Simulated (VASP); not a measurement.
# GaN: single point with PBE

GaN:

```
CELL_PARAMETERS angstrom
0.00000 2.25350 2.25350
2.25350 0.00000 2.25350
2.25350 2.25350 0.00000
ATOMIC_POSITIONS crystal
Ga 0.00000 0.00000 0.00000
N 0.25000 0.25000 0.25000
```

```yaml
Program: VASP 6.6.1
Task: single point
Functional: PBE
Potentials_or_basis: VASP PAW PBE potentials, release 64 (Ga_d, N)
Cutoff: 600 eV
k_mesh: 5 × 5 × 5
Occupations: gaussian, width 0.01 eV
Spin: no spin polarisation
Dipole_correction: no
Further_INCAR_settings: ALGO = Normal; EDIFF = 1e-06; NBANDS = 16
```

| Property | Result |
| --- | --- |
| Pressure | 4.9 GPa |
| Band gap on the k mesh | 1.72 eV, direct |

Levels at points of the mesh, in eV from the valence-band top:
| k point | band 6 | band 7 | band 8 | band 9 | band 10 | band 11 | band 12 | band 13 |
| --- | --- | --- | --- | --- | --- | --- | --- | --- |
| (0.00, 0.00, 0.00) | -13.14 | 0.00 | 0.00 | 0.00 | 1.72 | 10.29 | 10.29 | 10.29 |

It used 11 s of CPU time on 1 thread of AMD EPYC 7R13 Processor (Zen 3) (shared host).

Caveat: the k points lie up to 0.48 Å⁻¹ apart.
